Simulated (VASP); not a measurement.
Here is a VASP 6.6.1 calculation.

File INCAR:

```
SYSTEM = H4CSO2
ALGO = Normal
EDIFF = 1E-6
ENCUT = 520
GGA = PS
ISIF = 2
ISMEAR = -1
LASPH = .True.
LCHARG = .True.
LELF = .True.
LREAL = Auto
LVHAR = .True.
LWAVE = .False.
NBANDS = 57
NELM = 60
PREC = Accurate
SIGMA = 0.02
```

File KPOINTS:

```
k-points
0
Gamma
  1 1 1
  0 0 0
```

Contents of POSCAR:

```
H4CSO2
1.0
    6.6584340000      0.0000000000      0.0000000000
    0.0000000000      6.6584340000      0.0000000000
    0.0000000000      0.0000000000      6.6584340000
S H O C
3 12 6 3
Direct
    0.5680614991      0.9058586448      0.5596511132
    0.2421290051      0.7522940079      0.8952855882
    0.3240701943      0.4988410188      0.3864572360
    0.4433925455      0.7905162085      0.6830284719
    0.6897567806      0.9027347872      0.7372604429
    0.3250313813      0.9220786750      0.9698076154
    0.1365636424      0.8503951530      0.7464367748
    0.1323284124      0.5898534100      0.3604300951
    0.2650473069      0.3586579066      0.2405520577
   -0.0618764112      0.2309702251      0.6291269088
    0.2082471644     -0.0156943810      0.3970753483
    0.5720263954      0.6829533791      0.2591450182
    0.9472047031      0.8137949554      0.0866119571
    0.6539976217      0.2063698461      1.0713780447
    0.4432123229      0.3308886143      0.7026577120
    0.0700465004      0.1542404716      0.5883365368
   -0.0391383319      0.1081034970      0.2721510794
    0.6580526292      0.7611699688      0.1556071593
    0.9072253326      0.6247565118      0.3180477572
    0.5230358970      0.2215235594      0.9989285769
    0.7641136039      0.3180777943      0.7920781373
    0.0798986669      0.0917783371      0.4061315318
    0.8476167219      0.7281141482      0.1835867112
    0.5851375864      0.2877703676      0.8152517544
```

Potentials or basis: VASP PAW PBE potentials, release 64 (S, H, O, C).

Command:

```console
$ cat potpaw_PBE.64/S/POTCAR potpaw_PBE.64/H/POTCAR potpaw_PBE.64/O/POTCAR potpaw_PBE.64/C/POTCAR > POTCAR
$ mpirun -np 1 vasp_gam > vasp.out
```

Question: What does it give for the pressure?

Answer: 1.6 GPa.

Question: Estimate the largest force.

Answer: 3.016 eV/Å.

Stress tensor (GPa, compression positive):
```
 1.61 -0.10 -1.61
-0.10  1.22 -0.47
-1.61 -0.47  1.97
```

Caveat: the k points lie up to 0.94 Å⁻¹ apart; the PAW data sets were made with another functional, which shifts forces and pressure a little.
